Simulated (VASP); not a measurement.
Ru: single point with LDA

Ru:

```
CELL_PARAMETERS angstrom
0.00000 2.74768 2.74768
2.74768 0.00000 2.74768
2.74768 2.74768 0.00000
ATOMIC_POSITIONS crystal
Ru 0.12500 0.12500 0.12500
Ru 0.87500 0.87500 0.87500
```

This cell differs from its parent crystal: volume scaled by 1.08.

```json
{
 "Program": "VASP 6.6.1",
 "Task": "single point",
 "Functional": "LDA",
 "Potentials or basis": "VASP PAW LDA potentials, release 64 (Ru_pv)",
 "Cutoff": "520 eV",
 "k mesh": "11 × 11 × 11",
 "Occupations": "fermi-dirac, width 0.1 eV",
 "Spin": "no spin polarisation"
}
```

```yaml
Pressure: -11.8 GPa
Band_gap_on_the_k_mesh: zero (band 14 reaches 6.82 eV, above the bottom of band 15 at 6.00 eV)
```

Levels at points of the mesh, in eV from the Fermi level:
```tsv
k point	band 11	band 12	band 13	band 14	band 15	band 16	band 17	band 18
(0.00, 0.00, 0.00)	-3.11	-3.11	-0.48	-0.48	-0.48	1.79	1.79	10.46
```

Run time: 59 s on 1 thread of Intel Xeon 6975P-C, on a shared host, peak memory 0.17 GiB.
